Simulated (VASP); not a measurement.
# K2S (Fm-3m) in VASP: single point with PBE

Aim: the single point of K2S with PBE.

Program: VASP 6.6.1. These are calculated values, not measurements. Logs are shortened: lines on timing, memory, paths and dates and some standing lists are left out, and cuts for length are marked.

## Step 1: The cell of the first run

It takes space group Fm-3m (No. 225, cubic). Conventional cell: a = 7.414 Å, b = 7.414 Å, c = 7.414 Å, α = 90.00°, β = 90.00°, γ = 90.00°. K (site symmetry -43m) has 4 S at 3.21 Å and 6 K at 3.71 Å within 4.2 Å. Within 4.2 Å of S (site symmetry m-3m) lie 8 K at 3.21 Å.

## Step 2: Single point, PBE

Contents of INCAR:

```
SYSTEM = K2S
ALGO = Normal
EDIFF = 1E-6
ENCUT = 500
GGA = PE
GGA_COMPAT = .False.
ISIF = 2
ISMEAR = -1
LASPH = .True.
LCHARG = .True.
LELF = .True.
LREAL = .False.
LVHAR = .True.
LWAVE = .False.
NBANDS = 19
NELM = 120
PREC = Accurate
SIGMA = 0.03
```

Contents of KPOINTS:

```
k-points
0
Gamma
  7 7 7
  0 0 0
```

Contents of POSCAR:

```
K2S
1.0
    0.0000000000      3.7069394613      3.7069394613
    3.7069394613      0.0000000000      3.7069394613
    3.7069394613      3.7069394613      0.0000000000
K S
2 1
Direct
    0.7500000000      0.7500000000      0.7500000000
    0.2500000000      0.2500000000      0.2500000000
    0.0000000000      0.0000000000      0.0000000000
```

Potentials or basis: VASP PAW PBE potentials, release 64 (K_sv, S).

Run with:

```console
$ cat potpaw_PBE.64/K_sv/POTCAR potpaw_PBE.64/S/POTCAR > POTCAR
$ mpirun -np 1 vasp_std > vasp.out
```

OUTCAR:

```text
SYSTEM = K2S
   EDIFF = 1E-6
   ENCUT = 500
   GGA = PE
   ISIF = 2
   ISMEAR = -1
   LASPH = .True.
   LREAL = .False.
   NELM = 120
   PREC = Accurate

 ion  position               nearest neighbor table
   1  0.750  0.750  0.750-   3 3.21   3 3.21   3 3.21   3 3.21   2 3.71   2 3.71   2 3.71   2 3.71
                             2 3.71   2 3.71
   2  0.250  0.250  0.250-   3 3.21   3 3.21   3 3.21   3 3.21   1 3.71   1 3.71   1 3.71   1 3.71
                             1 3.71   1 3.71
   3  0.000  0.000  0.000-   1 3.21   2 3.21   1 3.21   1 3.21   1 3.21   2 3.21   2 3.21   2 3.21

  LATTYP: Found a face centered cubic cell.
 ALAT       =     7.4138789226

  Lattice vectors:

 A1 = (   0.0000000000,   3.7069394613,   3.7069394613)
 A2 = (   3.7069394613,   0.0000000000,   3.7069394613)
 A3 = (   3.7069394613,   3.7069394613,   0.0000000000)

Analysis of symmetry for initial positions (statically):
=====================================================================
 Subroutine PRICEL returns:
 Original cell was already a primitive cell.

 Routine SETGRP: Setting up the symmetry group for a
 face centered cubic supercell.

 Subroutine GETGRP returns: Found 48 space group operations
 (whereof 48 operations were pure point group operations)
 out of a pool of 48 trial point group operations.

The static configuration has the point symmetry O_h .

Analysis of symmetry for dynamics (positions and initial velocities):
=====================================================================
 Subroutine PRICEL returns:
 Original cell was already a primitive cell.

 Routine SETGRP: Setting up the symmetry group for a
 face centered cubic supercell.

 Subroutine GETGRP returns: Found 48 space group operations
 (whereof 48 operations were pure point group operations)
 out of a pool of 48 trial point group operations.

The dynamic configuration has the point symmetry O_h .

 Subroutine INISYM returns: Found 48 space group operations
 (whereof 48 operations are pure point group operations),
 and found     1 'primitive' translations

----------------------------------------------------------------------------------------

                                     Primitive cell

  volume of cell :     101.8771

  direct lattice vectors                    reciprocal lattice vectors
     0.000000000  3.706939461  3.706939461    -0.134882160  0.134882160  0.134882160
     3.706939461  0.000000000  3.706939461     0.134882160 -0.134882160  0.134882160
     3.706939461  3.706939461  0.000000000     0.134882160  0.134882160 -0.134882160

  length of vectors
     5.242404061  5.242404061  5.242404061     0.233622753  0.233622753  0.233622753

  position of ions in fractional coordinates (direct lattice)
     0.750000000  0.750000000  0.750000000
     0.250000000  0.250000000  0.250000000
     0.000000000  0.000000000  0.000000000

  ion indices of the primitive-cell ions
   primitive index   ion index
                 1           1
                 2           2
                 3           3

----------------------------------------------------------------------------------------

 KPOINTS: k-points

Automatic generation of k-mesh.
 Grid dimensions read from file:
 generate k-points for:    7    7    7

 Generating k-lattice:

  Cartesian coordinates                     Fractional coordinates (reciprocal lattice)
    -0.019268880  0.019268880  0.019268880     0.142857143  0.000000000  0.000000000
     0.019268880 -0.019268880  0.019268880     0.000000000  0.142857143  0.000000000
     0.019268880  0.019268880 -0.019268880     0.000000000  0.000000000  0.142857143

  Length of vectors
     0.033374679  0.033374679  0.033374679

  Shift w.r.t. Gamma in fractional coordinates (k-lattice)
     0.000000000  0.000000000  0.000000000

 Subroutine IBZKPT returns following result:
 ===========================================

 Found     20 irreducible k-points:

 Following reciprocal coordinates:
            Coordinates               Weight
  0.000000  0.000000  0.000000      1.000000
  0.142857  0.000000  0.000000      8.000000
  0.285714  0.000000  0.000000      8.000000
  0.428571  0.000000  0.000000      8.000000
  0.142857  0.142857  0.000000      6.000000
  0.285714  0.142857  0.000000     24.000000
[... 12 lines left out ...]
 -0.428571  0.428571  0.142857     24.000000
 -0.285714  0.428571  0.142857     24.000000
   k-points           NKPTS =     20   k-points in BZ     NKDIM =     20   number of bands    NBANDS=     19
   number of dos      NEDOS =    301   number of ions     NIONS =      3
   total plane-waves  NPLWV =  64000
   dimension x,y,z NGX =    40 NGY =   40 NGZ =   40
   dimension x,y,z NGXF=    80 NGYF=   80 NGZF=   80
   ions per type =               2   1
   NGX,Y,Z   is equivalent  to a cutoff of  12.68, 12.68, 12.68 a.u.
   NGXF,Y,Z  is equivalent  to a cutoff of  25.37, 25.37, 25.37 a.u.
 SYSTEM =  K2S
   PREC   = accura    normal or accurate (medium, high low for compatibility)
   ISTART =      0    job   : 0-new  1-cont  2-samecut
   ICHARG =      2    charge: 1-file 2-atom 10-const
   ISPIN  =      1    spin polarized calculation?
   LNONCOLLINEAR =      F non collinear calculations
   LSORBIT =      F    spin-orbit coupling
   LASPH  =      T    aspherical Exc in radial PAW
   ENCUT  =  500.0 eV  36.75 Ry    6.06 a.u.   9.56  9.56  9.56*2*pi/ulx,y,z
   NELM   =    120;   NELMIN=  2; NELMDL= -5     # of ELM steps
   EDIFF  = 0.1E-05   stopping-criterion for ELM
   LREAL  =      F    real-space projection
   EDIFFG = 0.1E-04   stopping-criterion for IOM
   NSW    =      0    number of steps for IOM
   IBRION =     -1    ionic relax: 0-MD 1-quasi-New 2-CG
   NFREE  =      0    steps in history (QN), initial steepest desc. (CG)
   ISIF   =      2    stress and relaxation
   ISYM   =      2    0-nonsym 1-usesym 2-fastsym
   POTIM  = 0.5000    time-step for ionic-motion
   TEBEG  =    0.0;   TEEND  =   0.0 temperature during run
   PSTRESS=    0.0 pullay stress
   NELECT =      24.0000    total number of electrons
   NUPDOWN=      -1.0000    fix difference up-down
   EMIN   =  10.00;   EMAX   =-10.00  energy-range for DOS
   EFERMI =   0.00;   METHOD = LEGACY
   ISMEAR =    -1;   SIGMA  =   0.03  broadening in eV -4-tet -1-fermi 0-gaus
   EFERMI_NEDOS =   21; number of points for ismear=-14 and -15
   IALGO  =     38    algorithm
   IMIX   =      4    mixing-type and parameters
     AMIX     =   0.40;   BMIX     =  1.00
     AMIX_MAG =   1.60;   BMIX_MAG =  1.00
  volume/ion in A,a.u.               =      33.96       229.17
  Fermi-wavevector in a.u.,A,eV,Ry     =   1.011082  1.910668 13.909059  1.022287
  Thomas-Fermi vector in A             =   2.144110
   LORBIT       =      0    0 simple, 1 ext, 2 COOP (PROOUT), +10 PAW based schemes
   GGA     = PE    functional components
   LHFCALC =     F    Hartree Fock is set to
   AEXX    =    0.0000 exact exchange contribution
   IVDW    =     0    specifies the selected vdW correction
   LEPSILON=     F    determine dielectric tensor
   LRPA    =     F    only Hartree local field effects (RPA)
 non-spin polarized calculation
  energy-cutoff  :      500.00
  volume of cell :      101.88
 maximum number of plane-waves:      2637
 NGX is ok and might be reduce to    40
   NGX = 19   NGY = 19   NGZ = 19

 number of electron      23.9999997 magnetization

 Free energy of the ion-electron system (eV)
  ---------------------------------------------------
  ext. energy  EPLUGINS =         0.00000000
  ---------------------------------------------------
  free energy    TOTEN  =        -9.41764911 eV

  energy without entropy =       -9.41764911  energy(sigma->0) =       -9.41764911

 E-fermi :   0.3944     XC(G=0):  -7.3240

 val. band max:       -0.3639816182   @ k =  -0.4286   0.4286   0.0000
 cond. band min:       2.0110862858   @ k =   0.0000   0.0000   0.0000
 fundamental gap:      2.3750679041
 Fermi energy:         0.3943863528

 k-point     1 :       0.0000    0.0000    0.0000
  band No.  band energies     occupation
      1     -29.5862      2.00000
      2     -29.5052      2.00000
      3     -13.1790      2.00000
      4     -13.1790      2.00000
      5     -13.1790      2.00000
      6     -12.9439      2.00000
[... 11 lines left out ...]
     18       7.1003      0.00000
     19       8.0279      0.00000

 k-point     2 :       0.1429    0.0000    0.0000
  band No.  band energies     occupation
      1     -29.5820      2.00000
      2     -29.5090      2.00000
      3     -13.1744      2.00000
      4     -13.1688      2.00000
      5     -13.1688      2.00000
      6     -12.9755      2.00000
[... 11 lines left out ...]
     18       7.2176      0.00000
     19       7.6689      0.00000

 k-point     3 :       0.2857    0.0000    0.0000
  band No.  band energies     occupation
      1     -29.5704      2.00000
      2     -29.5199      2.00000
      3     -13.1665      2.00000
      4     -13.1396      2.00000
      5     -13.1396      2.00000
      6     -13.0409      2.00000
[... 11 lines left out ...]
     18       7.3191      0.00000
     19       7.3193      0.00000

 k-point     4 :       0.4286    0.0000    0.0000
  band No.  band energies     occupation
      1     -29.5538      2.00000
      2     -29.5358      2.00000
      3     -13.1670      2.00000
      4     -13.0955      2.00000
      5     -13.0955      2.00000
      6     -13.0836      2.00000
[... 319 lines left out ...]
     18       7.0134      0.00000
     19       7.6432      0.00000

 k-point    19 :      -0.4286    0.4286    0.1429
  band No.  band energies     occupation
      1     -29.5541      2.00000
      2     -29.5347      2.00000
      3     -13.3468      2.00000
      4     -13.2496      2.00000
      5     -13.1763      2.00000
      6     -12.9748      2.00000
[... 11 lines left out ...]
     18       7.2125      0.00000
     19       7.5125      0.00000

 k-point    20 :      -0.2857    0.4286    0.1429
  band No.  band energies     occupation
      1     -29.5460      2.00000
      2     -29.5427      2.00000
      3     -13.3459      2.00000
      4     -13.2521      2.00000
      5     -13.1174      2.00000
      6     -13.0378      2.00000
[... 11 lines left out ...]
     18       7.0341      0.00000
     19       7.5197      0.00000

------------------------ aborting loop because EDIFF is reached ----------------------------------------

  FORCE on cell =-STRESS in cart. coord.  units (eV):
  Direction    XX          YY          ZZ          XY          YZ          ZX
  --------------------------------------------------------------------------------------
  -------------------------------------------------------------------------------------
  Total        0.2598116      0.2598116      0.2598116     -0.0000000      0.0000000      0.0000000
  in kB        4.0859463      4.0859463      4.0859463     -0.0000000      0.0000000      0.0000000
  external PRESSURE =       4.0859463 kB  Pullay stress =       0.0000000 kB

 VOLUME and BASIS-vectors are now :
 -----------------------------------------------------------------------------
  energy-cutoff  :      500.00
  volume of cell :      101.88
      direct lattice vectors                 reciprocal lattice vectors
     0.000000000  3.706939461  3.706939461    -0.134882160  0.134882160  0.134882160
     3.706939461  0.000000000  3.706939461     0.134882160 -0.134882160  0.134882160
     3.706939461  3.706939461  0.000000000     0.134882160  0.134882160 -0.134882160

 POSITION                                       TOTAL-FORCE (eV/Angst)
 -----------------------------------------------------------------------------------
      5.56041      5.56041      5.56041        -0.000000     -0.000000     -0.000000
      1.85347      1.85347      1.85347         0.000000      0.000000      0.000000
      0.00000      0.00000      0.00000         0.000000      0.000000      0.000000
 -----------------------------------------------------------------------------------
    total drift:                               -0.000000     -0.000000      0.000000

  FREE ENERGIE OF THE ION-ELECTRON SYSTEM (eV)
  ---------------------------------------------------
  free  energy   TOTEN  =        -9.4176491120 eV

  energy  without entropy=       -9.4176491120  energy(sigma->0) =       -9.41764911
```

Wall time 43 s (1 thread of Intel Xeon 6975P-C, shared host); peak memory 0.25 GiB.

Results:

| Property | Result |
| --- | --- |
| Free energy | -9.4176 eV |
| Pressure | 0.4 GPa |
| Band gap on the k mesh | 2.38 eV, indirect (least direct gap 2.56 eV) |

A k mesh can miss the band edges. Expect the measured gap to be larger: semilocal functionals such as PBE lack the derivative discontinuity.
